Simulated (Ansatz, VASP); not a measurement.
# One calculation of Na, two programs

```
Na
1.0
     6.64295    0.00000    0.00000
     0.00000    6.64295    0.00000
     0.00000    0.00000    6.64295
Na
8
Direct
  0.00000 0.00000 0.00000
  0.50000 0.25000 0.00000
  0.50000 0.75000 0.00000
  0.00000 0.50000 0.25000
  0.25000 0.00000 0.50000
  0.75000 0.00000 0.50000
  0.50000 0.50000 0.50000
  0.00000 0.50000 0.75000
```

Alike in both runs: functional PBEsol; k mesh 6 × 6 × 6; occupations gaussian, width 0.1 eV; no spin polarisation.

Ansatz relaxed the structure, and its values are those at the end. VASP's run is a single point on that final structure, the one shown.

```csv
,VASP,Ansatz
version,VASP 6.6.1,Ansatz 0.2.0
potentials or method,"VASP PAW PBE potentials, release 64 (Na_pv), cutoff 520 eV","scalar-relativistic, plane waves, PAW"
valence electrons in the cell,56,72
```

|  | VASP | Ansatz | Ansatz less VASP |
| --- | --- | --- | --- |
| gap on the k mesh at the Fermi level (eV) | none | none | - |
| pressure (GPa) | 0.0 | 0.0 | +0.02 |

VASP's potentials were made for PBE, not for PBEsol. A gap of «none» marks a metal or a gap that the smearing closes. The functional is the same, so the differences come from potentials, cutoffs and numerics. VASP's potentials hold 56 valence electrons a cell and Ansatz's 72, so a difference there can come from the potentials and not from the codes.
